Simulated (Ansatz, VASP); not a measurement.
**Li3OF in VASP and in Ansatz**

The input INCAR:

```
SYSTEM = Li3OF
ALGO     = Normal         ! electronic algorithm
EDIFF    = 1E-7           ! SCF threshold, eV
ENCUT    = 520            ! plane-wave cutoff, eV
GGA      = PE             ! functional
ISIF     = 2              ! what is computed and relaxed
ISMEAR   = 0              ! smearing method
LASPH    = .True.         ! aspherical terms in the spheres
LCHARG   = .True.         ! write CHGCAR
LELF     = .True.         ! ELF
LREAL    = .False.        ! projectors in reciprocal space
LVHAR    = .True.       
LWAVE    = .False.        ! write WAVECAR
NBANDS   = 19             ! bands
NELM     = 80             ! most SCF steps
PREC     = Accurate       ! precision mode
SIGMA    = 0.01           ! smearing width, eV
```

File KPOINTS:

```
k-points
0
Gamma
  6 6 6
  0 0 0
```

File POSCAR:

```
Li3OF
1.0
    3.6809947471      0.0000000000      0.0000000000
    0.0000000000      3.6809947471      0.0000000000
    0.0000000000      0.0000000000      3.6809947471
F O Li
1 1 3
Direct
    0.0000000000      0.0000000000      0.0000000000
    0.5000000000      0.5000000000      0.5000000000
    0.5000000000      0.5000000000      0.0000000000
    0.5000000000      0.0000000000      0.5000000000
    0.0000000000      0.5000000000      0.5000000000
```

Input for Ansatz:

```yaml
crystal:
  lattice:
    - [3.6809947471, 0.0, 0.0]
    - [0.0, 3.6809947471, 0.0]
    - [0.0, 0.0, 3.6809947471]
  atoms:
    - { symbol: F, position: [0.0, 0.0, 0.0] }
    - { symbol: O, position: [0.5, 0.5, 0.5] }
    - { symbol: Li, position: [0.5, 0.5, 0.0] }
    - { symbol: Li, position: [0.5, 0.0, 0.5] }
    - { symbol: Li, position: [0.0, 0.5, 0.5] }
kpoints:
  mp_grid: { grid: [6, 6, 6] }
hamiltonian:
  xc: pbe
scf:
  occupations: { method: fixed }
  n_extra_bands: 5
output:
  forces: true
  stress: true
  eigenvalues: true
```

Alike in both runs: task single point; functional PBE; k mesh 6 × 6 × 6; no spin polarisation.

|  | VASP | Ansatz |
| --- | --- | --- |
| version | VASP 6.6.1 | Ansatz 0.2.0 |
| potentials or method | VASP PAW PBE potentials, release 64 (F, O, Li_sv) | plane waves, PAW |
| plane-wave cutoff (eV) | 520 | 420 |
| occupations | gaussian, width 0.01 eV | fixed |
| valence electrons in the cell | 22 | 22 |

|  | VASP | Ansatz | Ansatz less VASP |
| --- | --- | --- | --- |
| gap on the k mesh at the Fermi level (eV) | 4.80 | 4.80 | -0.001 |

Noted on VASP's run: the cutoff is short for stress, so the pressure is rough.
